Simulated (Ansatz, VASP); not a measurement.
# Two plane-wave programs on InOs

The input INCAR:

```
ALGO     = Fast           # electronic algorithm
EDIFF    = 1E-7           # SCF threshold, eV
ENCUT    = 520            # plane-wave cutoff, eV
GGA      = PE             # functional
ISIF     = 2              # what is computed and relaxed
ISMEAR   = 0              # smearing method
LASPH    = T              # aspherical terms in the spheres
LCHARG   = F              # write CHGCAR
LREAL    = F              # projectors in reciprocal space
LWAVE    = F              # write WAVECAR
NBANDS   = 18             # bands
NELM     = 60             # most SCF steps
PREC     = Accurate       # precision mode
SIGMA    = 0.1            # smearing width, eV
```

KPOINTS

```
k-points
0
Gamma
  6 6 4
```

POSCAR

```
InOs
1.0
    3.1335737200      0.0000000000      0.0000000000
   -1.5667868600      2.7137544500      0.0000000000
    0.0000000000      0.0000000000      4.7290287900
In Os
1 1
Direct
    0.0000000000      0.0000000000      0.0000000000
    0.3333333300      0.6666666700      0.5000000000
```

Input for Ansatz:

```yaml
crystal:
  lattice:
    - [3.13357372, 0.0, 0.0]
    - [-1.56678686, 2.71375445, 0.0]
    - [0.0, 0.0, 4.72902879]
  atoms:
    - { symbol: In, position: [0.0, 0.0, 0.0] }
    - { symbol: Os, position: [0.33333333, 0.66666667, 0.5] }
basis:
  ecutwfc: 420
kpoints:
  mp_grid: { grid: [6, 6, 4] }
hamiltonian:
  xc: pbe
scf:
  occupations: { method: gaussian, width: 0.1 }
  lower_state_search: "off"
output:
  forces: true
  stress: true
  eigenvalues: true
```

Alike in both runs: task single point; functional PBE; k mesh 6 × 6 × 4; occupations gaussian, width 0.1 eV; no spin polarisation.

|  | VASP | Ansatz |
| --- | --- | --- |
| version | VASP 6.6.1 | Ansatz 0.2.0 |
| potentials or method | VASP PAW PBE potentials, release 64 (In_d, Os), cutoff 520 eV | scalar-relativistic, plane waves, PAW |
| valence electrons in the cell | 21 | 29 |

|  | VASP | Ansatz | Ansatz less VASP |
| --- | --- | --- | --- |
| gap on the k mesh at the Fermi level (eV) | none | none | - |
| pressure (GPa) | -19.2 | -19.1 | +0.14 |
| traceless stress, the component that is largest in VASP (GPa) | -7.57 | -7.46 | +0.112 |

A gap of «none» marks a metal or a gap that the smearing closes. VASP's potentials hold 21 valence electrons a cell and Ansatz's 29, so a difference there can come from the potentials and not from the codes.

The k mesh is coarse, so the values compare programs but aren't converged. Spin-orbit coupling is off throughout.
